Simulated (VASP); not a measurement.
Set up this calculation in VASP 6.6.1, as the native input.

```
Task                   : single point
Functional             : PBE
Potentials or basis    : VASP PAW PBE potentials, release 64 (C)
Cutoff                 : 520 eV
k mesh                 : 12 × 12 × 2
Occupations            : gaussian, width 0.05 eV
Spin                   : no spin polarisation
Dipole correction      : no
Further INCAR settings : ALGO = Normal; EDIFF = 1e-07; NBANDS = 36
```

The structure of C lies in POSCAR:

```
C
1.0
    2.5205457478      0.0000000000      0.0000000000
   -1.2602728739      2.1828566490      0.0000000000
    0.0000000000      0.0000000000     13.0506000000
C
12
Direct
    0.0000000000      0.0000000000      0.1868593266
    0.0000000000      0.0000000000      0.6868593266
    0.0000000000      0.0000000000      0.3131406734
    0.0000000000      0.0000000000      0.8131406734
    0.3333333333      0.6666666667      0.5207665411
    0.6666666667      0.3333333333      0.0207665411
    0.3333333333      0.6666666667      0.9792334589
    0.6666666667      0.3333333333      0.4792334589
    0.3333333333      0.6666666667      0.6450950823
    0.6666666667      0.3333333333      0.1450950823
    0.3333333333      0.6666666667      0.8549049177
    0.6666666667      0.3333333333      0.3549049177
```

The input as run:

INCAR

```
ALGO = Normal
EDIFF = 1E-7
ENCUT = 520
GGA = PE
ISIF = 2
ISMEAR = 0
LASPH = T
LCHARG = F
LREAL = F
LWAVE = F
NBANDS = 36
NELM = 80
PREC = Accurate
SIGMA = 0.05
```

KPOINTS

```
k-points
0
Gamma
  12 12 2
```

Potentials or basis: VASP PAW PBE potentials, release 64 (C).

Launch:

```sh
$ cat potpaw_PBE.64/C/POTCAR > POTCAR
$ mpirun -np 1 vasp_std > vasp.out
```

Results of the run:

```yaml
Pressure: -17.7 GPa
Largest_force: 0.189 eV/Å
Band_gap_on_the_k_mesh: 4.19 eV, direct
```

Wall time 2.8 min on 1 thread of Intel Xeon 8259CL, on a shared host, peak memory 0.21 GiB.
